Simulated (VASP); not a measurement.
LiCl: single point with PBE

The system is LiCl.

```
CELL_PARAMETERS angstrom
4.26972 0.00000 0.00000
-2.13486 3.69769 0.00000
0.00000 0.00000 5.39073
ATOMIC_POSITIONS crystal
Li 0.33333 0.66667 0.25000
Li 0.66667 0.33333 0.75000
Cl 0.66667 0.33333 0.25000
Cl 0.33333 0.66667 0.75000
```

```yaml
Program: VASP 6.6.1
Task: single point
Functional: PBE
Potentials_or_basis: VASP PAW PBE potentials, release 64 (Li_sv, Cl)
Cutoff: 520 eV
k_mesh: 6 × 6 × 4
Occupations: gaussian, width 0.01 eV
Spin: no spin polarisation
```

```json
{
  "Band gap on the k mesh": "5.41 eV"
}
```

Levels at points of the mesh, in eV from the valence-band top:
```tsv
k point	band 8	band 9	band 10	band 11	band 12	band 13
(0.00, 0.00, 0.00)	-0.54	-0.54	0.00	5.41	7.84	8.78
(0.50, 0.00, 0.00)	-1.28	-0.85	-0.59	7.27	8.13	8.82
(0.00, 0.00, 0.50)	-0.89	-0.89	-0.89	7.29	7.29	8.80
(0.50, 0.00, 0.50)	-1.17	-0.44	-0.44	7.13	7.13	9.16
```

It took 29 s on 1 thread of Intel Xeon 8259CL, on a shared host, peak memory 0.19 GiB.
